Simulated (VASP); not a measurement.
# Al (I4/mmm) in VASP: a series of runs

Runs on Al. Level: PBEsol+D3(BJ). Tasks: single point.

Everything below comes from runs of VASP 6.6.1. Logs are shortened: lines on timing, memory, paths and dates and some standing lists are left out, and cuts for length are marked.

## (1) The cell of the first run

The structure is tetragonal, space group I4/mmm (No. 139). Conventional cell: a = 2.802 Å, b = 2.802 Å, c = 3.566 Å, α = 90.00°, β = 90.00°, γ = 90.00°. Al (site symmetry 4/mmm) has 12 Al at 2.67 to 2.80 Å within 3.5 Å.

## (2) Single point, PBEsol+D3(BJ) (strain -0.1000 x Voigt [0, 0, 1, 0, 0, 0])

Input file INCAR:

```
SYSTEM = Al
ALGO = Fast
EDIFF = 1E-7
ENCUT = 520
GGA = PS
ISIF = 2
ISMEAR = 0
IVDW = 12
LASPH = .True.
LCHARG = .False.
LREAL = .False.
LWAVE = .False.
NBANDS = 8
NELM = 100
PREC = Accurate
SIGMA = 0.15
```

Input file KPOINTS:

```
k-points
0
Gamma
  26 26 26
  0 0 0
```

Input file POSCAR:

```
Al
1.0
    0.0000000000      1.9812776140      1.7831498526
    1.9812776140      0.0000000000      1.7831498526
    1.9812776140      1.9812776140      0.0000000000
Al
1
Direct
    0.0000000000      0.0000000000      0.0000000000
```

Potentials or basis: VASP PAW PBE potentials, release 64 (Al).

Launch:

```sh
> cat potpaw_PBE.64/Al/POTCAR > POTCAR
> mpirun -np 1 vasp_std > vasp.out
```

OUTCAR:

```text
SYSTEM = Al
   EDIFF = 1E-7
   ENCUT = 520
   GGA = PS
   ISIF = 2
   ISMEAR = 0
   IVDW = 12
   LASPH = .True.
   LREAL = .False.
   NELM = 100
   PREC = Accurate
 IVDW          = 12

 ion  position               nearest neighbor table
   1  0.000  0.000  0.000-

  LATTYP: Found a body centered tetragonal cell.
 ALAT       =     2.8019496725
 C/A-ratio  =     1.2727922061

  Lattice vectors:

 A1 = (   0.0000000000,  -1.9812776140,  -1.7831498526)
 A2 = (   0.0000000000,   1.9812776140,  -1.7831498526)
 A3 = (   1.9812776140,   0.0000000000,   1.7831498526)

Analysis of symmetry for initial positions (statically):
=====================================================================
 Subroutine PRICEL returns:
 Original cell was already a primitive cell.

 Routine SETGRP: Setting up the symmetry group for a
 body centered tetragonal supercell.

 Subroutine GETGRP returns: Found 16 space group operations
 (whereof 16 operations were pure point group operations)
 out of a pool of 16 trial point group operations.

The static configuration has the point symmetry D_4h.

Analysis of symmetry for dynamics (positions and initial velocities):
=====================================================================
 Subroutine PRICEL returns:
 Original cell was already a primitive cell.

 Routine SETGRP: Setting up the symmetry group for a
 body centered tetragonal supercell.

 Subroutine GETGRP returns: Found 16 space group operations
 (whereof 16 operations were pure point group operations)
 out of a pool of 16 trial point group operations.

The dynamic configuration has the point symmetry D_4h.

 Subroutine INISYM returns: Found 16 space group operations
 (whereof 16 operations are pure point group operations),
 and found     1 'primitive' translations

----------------------------------------------------------------------------------------

                                     Primitive cell

  volume of cell :      13.9994

  direct lattice vectors                    reciprocal lattice vectors
     0.000000000  1.981277614  1.783149853    -0.252362413  0.252362413  0.280402681
     1.981277614  0.000000000  1.783149853     0.252362413 -0.252362413  0.280402681
     1.981277614  1.981277614  0.000000000     0.252362413  0.252362413 -0.280402681

  length of vectors
     2.665536415  2.665536415  2.801949673     0.453871390  0.453871390  0.453871390

  position of ions in fractional coordinates (direct lattice)
     0.000000000  0.000000000  0.000000000

  ion indices of the primitive-cell ions
   primitive index   ion index
                 1           1

----------------------------------------------------------------------------------------

 KPOINTS: k-points

Automatic generation of k-mesh.
 Grid dimensions read from file:
 generate k-points for:   26   26   26

 Generating k-lattice:

  Cartesian coordinates                     Fractional coordinates (reciprocal lattice)
    -0.009706247  0.009706247  0.010784719     0.038461538 -0.000000000  0.000000000
     0.009706247 -0.009706247  0.010784719    -0.000000000  0.038461538  0.000000000
     0.009706247  0.009706247 -0.010784719     0.000000000  0.000000000  0.038461538

  Length of vectors
     0.017456592  0.017456592  0.017456592

  Shift w.r.t. Gamma in fractional coordinates (k-lattice)
     0.000000000  0.000000000  0.000000000

 Subroutine IBZKPT returns following result:
 ===========================================

 Found   1330 irreducible k-points:

 Following reciprocal coordinates:
            Coordinates               Weight
  0.000000  0.000000  0.000000      1.000000
  0.038462  0.000000  0.000000      8.000000
  0.076923  0.000000  0.000000      8.000000
  0.115385  0.000000  0.000000      8.000000
  0.153846  0.000000  0.000000      8.000000
  0.192308 -0.000000  0.000000      8.000000
[... 16 lines left out ...]
  0.346154  0.038462  0.000000      8.000000
  0.384615  0.038462  0.000000      8.000000
 [... further k-points ...]
   k-points           NKPTS =   1330   k-points in BZ     NKDIM =   1330   number of bands    NBANDS=      8
   number of dos      NEDOS =    301   number of ions     NIONS =      1
   total plane-waves  NPLWV =   9600
   dimension x,y,z NGX =    20 NGY =   20 NGZ =   24
   dimension x,y,z NGXF=    40 NGYF=   40 NGZF=   48
   ions per type =               1
   NGX,Y,Z   is equivalent  to a cutoff of  12.47, 12.47, 14.24 a.u.
   NGXF,Y,Z  is equivalent  to a cutoff of  24.95, 24.95, 28.48 a.u.
 SYSTEM =  Al
   PREC   = accura    normal or accurate (medium, high low for compatibility)
   ISTART =      0    job   : 0-new  1-cont  2-samecut
   ICHARG =      2    charge: 1-file 2-atom 10-const
   ISPIN  =      1    spin polarized calculation?
   LNONCOLLINEAR =      F non collinear calculations
   LSORBIT =      F    spin-orbit coupling
   LASPH  =      T    aspherical Exc in radial PAW
   ENCUT  =  520.0 eV  38.22 Ry    6.18 a.u.   4.96  4.96  5.21*2*pi/ulx,y,z
   NELM   =    100;   NELMIN=  2; NELMDL= -5     # of ELM steps
   EDIFF  = 0.1E-06   stopping-criterion for ELM
   LREAL  =      F    real-space projection
   EDIFFG = 0.1E-05   stopping-criterion for IOM
   NSW    =      0    number of steps for IOM
   IBRION =     -1    ionic relax: 0-MD 1-quasi-New 2-CG
   NFREE  =      0    steps in history (QN), initial steepest desc. (CG)
   ISIF   =      2    stress and relaxation
   ISYM   =      2    0-nonsym 1-usesym 2-fastsym
   POTIM  = 0.5000    time-step for ionic-motion
   TEBEG  =    0.0;   TEEND  =   0.0 temperature during run
   PSTRESS=    0.0 pullay stress
   NELECT =       3.0000    total number of electrons
   NUPDOWN=      -1.0000    fix difference up-down
   EMIN   =  10.00;   EMAX   =-10.00  energy-range for DOS
   EFERMI =   0.00;   METHOD = LEGACY
   ISMEAR =     0;   SIGMA  =   0.15  broadening in eV -4-tet -1-fermi 0-gaus
   EFERMI_NEDOS =   21; number of points for ismear=-14 and -15
   IALGO  =     68    algorithm
   IMIX   =      4    mixing-type and parameters
     AMIX     =   0.40;   BMIX     =  1.00
     AMIX_MAG =   1.60;   BMIX_MAG =  1.00
  volume/ion in A,a.u.               =      14.00        94.47
  Fermi-wavevector in a.u.,A,eV,Ry     =   0.979668  1.851305 13.058193  0.959750
  Thomas-Fermi vector in A             =   2.110539
   LORBIT       =      0    0 simple, 1 ext, 2 COOP (PROOUT), +10 PAW based schemes
   GGA     = PS    functional components
   LHFCALC =     F    Hartree Fock is set to
   AEXX    =    0.0000 exact exchange contribution
   IVDW    =    12    specifies the selected vdW correction
   LEPSILON=     F    determine dielectric tensor
   LRPA    =     F    only Hartree local field effects (RPA)
 non-spin polarized calculation
 RMM-DIIS sequential band-by-band and
 Gauss-broadening in eV      SIGMA  =   0.15
  energy-cutoff  :      520.00
  volume of cell :       14.00
 maximum number of plane-waves:       398
   NGX =  9   NGY =  9   NGZ = 11

 number of electron       3.0000000 magnetization

 Free energy of the ion-electron system (eV)
  ---------------------------------------------------
  ext. energy  EPLUGINS =         0.00000000
  ---------------------------------------------------
  free energy    TOTEN  =        -3.96501364 eV

  energy without entropy =       -3.96099652  energy(sigma->0) =       -3.96300508

 E-fermi :   9.7553     XC(G=0): -10.8724

 val. band max:        9.7504103020   @ k =   0.5000  -0.0000   0.2692
 cond. band min:       9.7635096743   @ k =   0.5000   0.3077   0.0385
 fundamental gap:      0.0130993723
 Fermi energy:         9.7553223206

 k-point     1 :       0.0000    0.0000    0.0000
  band No.  band energies     occupation
      1      -2.5411      2.00000
      2      23.0767      0.00000
      3      23.0767      0.00000
      4      24.2646      0.00000
      5      26.0115      0.00000
      6      26.3731      0.00000
      7      26.3731      0.00000
      8      27.7055      0.00000

 k-point     2 :       0.0385    0.0000    0.0000
  band No.  band energies     occupation
      1      -2.4960      2.00000
      2      22.4715      0.00000
      3      22.9526      0.00000
      4      23.9476      0.00000
      5      26.1730      0.00000
      6      26.5644      0.00000
      7      26.6156      0.00000
      8      28.2504      0.00000

 k-point     3 :       0.0769    0.0000    0.0000
  band No.  band energies     occupation
      1      -2.3610      2.00000
      2      21.0416      0.00000
      3      22.6489      0.00000
      4      23.6087      0.00000
      5      26.4463      0.00000
      6      26.7916      0.00000
      7      27.0345      0.00000
      8      27.9015      0.00000

 k-point     4 :       0.1154    0.0000    0.0000
  band No.  band energies     occupation
      1      -2.1362      2.00000
      2      19.3869      0.00000
      3      22.2761      0.00000
      4      23.3182      0.00000
      5      26.4198      0.00000
      6      26.9432      0.00000
      7      27.2537      0.00000
      8      27.9631      0.00000

 k-point     5 :       0.1538    0.0000    0.0000
  band No.  band energies     occupation
      1      -1.8223      2.00000
      2      17.7001      0.00000
      3      21.9031      0.00000
      4      23.0592      0.00000
      5      26.1791      0.00000
      6      26.2562      0.00000
      7      27.8450      0.00000
      8      28.7035      0.00000
[... 177 lines left out ...]
 k-point    22 :       0.3077    0.0385    0.0000
  band No.  band energies     occupation
      1       0.1851      2.00000
      2      11.7389      0.00000
      3      20.0272      0.00000
      4      22.0681      0.00000
      5      24.4361      0.00000
      6      25.8922      0.00000
      7      27.5888      0.00000
      8      29.5371      0.00000

 k-point    23 :       0.3462    0.0385    0.0000
  band No.  band energies     occupation
      1       0.9102      2.00000
      2      10.2891      0.00000
      3      19.9082      0.00000
      4      21.9815      0.00000
      5      23.8712      0.00000
      6      25.2520      0.00000
      7      27.7473      0.00000
      8      29.2669      0.00000

 k-point    24 :       0.3846    0.0385    0.0000
  band No.  band energies     occupation
      1       1.7171      2.00000
      2       8.9092      2.00000
      3      19.8592      0.00000
      4      21.9592      0.00000
      5      23.3764      0.00000
      6      24.6610      0.00000
      7      27.9818      0.00000
      8      28.6711      0.00000

 [... further k-points ...]

------------------------ aborting loop because EDIFF is reached ----------------------------------------

 Edisp (eV)   -0.37510

 E8    (eV) :    -0.2526

  FORCE on cell =-STRESS in cart. coord.  units (eV):
  Direction    XX          YY          ZZ          XY          YZ          ZX
  --------------------------------------------------------------------------------------
  -------------------------------------------------------------------------------------
  Total       0.88043     0.88043     1.63720     0.00000    -0.00000    -0.00000
  in kB     100.76200   100.76200   187.37191     0.00000    -0.00000    -0.00000
  external pressure =      129.63 kB  Pullay stress =        0.00 kB

 VOLUME and BASIS-vectors are now :
 -----------------------------------------------------------------------------
  energy-cutoff  :      520.00
  volume of cell :       14.00
      direct lattice vectors                 reciprocal lattice vectors
     0.000000000  1.981277614  1.783149853    -0.252362413  0.252362413  0.280402681
     1.981277614  0.000000000  1.783149853     0.252362413 -0.252362413  0.280402681
     1.981277614  1.981277614  0.000000000     0.252362413  0.252362413 -0.280402681

 POSITION                                       TOTAL-FORCE (eV/Angst)
 -----------------------------------------------------------------------------------
      0.00000      0.00000      0.00000         0.000000      0.000000      0.000000
 -----------------------------------------------------------------------------------
    total drift:                                0.000000     -0.000000     -0.000000

  FREE ENERGIE OF THE ION-ELECTRON SYSTEM (eV)
  ---------------------------------------------------
  free  energy   TOTEN  =        -4.3401145371 eV

  energy  without entropy=       -4.3360974159  energy(sigma->0) =       -4.33810598
```

It took 95 s on 1 thread of Intel Xeon Platinum 8375C at 2.90GHz (Ice Lake), shared host; peak memory 0.25 GiB.

What came out:

- Free energy: -4.3401 eV
- Pressure: 13.0 GPa
- Dispersion energy per atom: -0.375 eV

Stress tensor (GPa, compression positive):
```
10.08  0.00  0.00
 0.00 10.08  0.00
 0.00  0.00 18.74
```

Caveat: the cell differs from its parent crystal (strain -0.1000 x Voigt [0, 0, 1, 0, 0, 0]); the PAW data sets were made with another functional, which shifts forces and pressure a little; pairwise dispersion overbinds metals, which lowers pressure and volume.

## (3) Single point, PBEsol+D3(BJ) (strain -0.0750 x Voigt [0, 0, 1, 0, 0, 0])

Input file INCAR:

```
SYSTEM = Al
ALGO = Normal ; EDIFF = 1E-6
ENCUT = 520 ; GGA = PS
ISIF = 2 ; ISMEAR = 0
IVDW = 12 ; LASPH = .True.
LCHARG = .False. ; LREAL = .False.
LWAVE = .False. ; NBANDS = 8
NELM = 80 ; PREC = Accurate
SIGMA = 0.15
```

KPOINTS is that of step 2.

Input file POSCAR:

```
Al
1.0
    0.0000000000      1.9812776140      1.8326817930
    1.9812776140      0.0000000000      1.8326817930
    1.9812776140      1.9812776140      0.0000000000
Al
1
Direct
    0.0000000000      0.0000000000      0.0000000000
```

Potentials or basis: VASP PAW PBE potentials, release 64 (Al).

Launch:

```sh
> cat potpaw_PBE.64/Al/POTCAR > POTCAR
> mpirun -np 1 vasp_std > vasp.out
```

Wall time 69 s (1 thread of Intel Xeon Platinum 8375C at 2.90GHz (Ice Lake), shared host); peak memory 0.24 GiB.

The run converged. Its results:

| Item | Value |
| --- | --- |
| Free energy | -4.3790 eV |
| Pressure | 9.0 GPa |
| Dispersion energy per atom | -0.365 eV |

Stress tensor (GPa, compression positive):
```
 6.84  0.00  0.00
 0.00  6.84  0.00
 0.00  0.00 13.42
```

Levels at points of the mesh, in eV from the Fermi level:
| k point | band 1 | band 2 | band 3 | band 4 | band 5 |
| --- | --- | --- | --- | --- | --- |
| (0.00, 0.00, 0.00) | -12.09 | 13.19 | 13.19 | 14.07 | 15.86 |
| (0.50, 0.00, 0.00) | -5.12 | -4.53 | 11.18 | 11.94 | 12.85 |
| (0.50, 0.50, 0.00) | -2.31 | -0.55 | 4.65 | 5.26 | 5.26 |
| (0.50, 0.00, 0.50) | -3.64 | -2.19 | 5.71 | 6.64 | 7.13 |

Caveat: the cell differs from its parent crystal (strain -0.0750 x Voigt [0, 0, 1, 0, 0, 0]); the PAW data sets were made with another functional, which shifts forces and pressure a little; pairwise dispersion overbinds metals, which lowers pressure and volume.
